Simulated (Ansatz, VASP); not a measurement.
One calculation of SnO2, two programs

```
Sn O
1.0
    -5.32767    5.32767    1.59492
     5.32767   -5.32767    1.59492
     5.32767    5.32767   -1.59492
Sn O
4 8
Direct
  0.34954 0.16609 0.51563
  0.83391 0.34954 0.18344
  0.16609 0.65046 0.81656
  0.65046 0.83391 0.48437
  0.15988 0.45880 0.61868
  0.54120 0.15988 0.70108
  0.45880 0.84012 0.29892
  0.84012 0.54120 0.38132
  0.84333 0.79038 0.63371
  0.20962 0.84333 0.05296
  0.15667 0.20962 0.36629
  0.79038 0.15667 0.94704
```

Alike in both runs: task single point; functional PBE; k mesh 8 × 8 × 8; occupations fermi-dirac, width 0.02 eV; no spin polarisation.

```csv
,VASP,Ansatz
version,VASP 6.6.1,Ansatz 0.2.0
potentials or method,"VASP PAW PBE potentials, release 64 (Sn_d, O)","plane waves, PAW"
plane-wave cutoff (eV),600,420
valence electrons in the cell,104,104
```

```tsv
	VASP	Ansatz	Ansatz less VASP
gap on the k mesh at the Fermi level (eV)	2.02	2.04	+0.022
pressure (GPa)	6.5	6.1	-0.41
traceless stress, the component that is largest in VASP (GPa)	1.12	0.96	-0.162
rms of the force components (eV/Å)	0.191	0.173	-0.0186
```

Atom by atom the forces differ by 0.019 eV/Å (rms over components). The functional is the same, so the differences come from potentials, cutoffs and numerics.
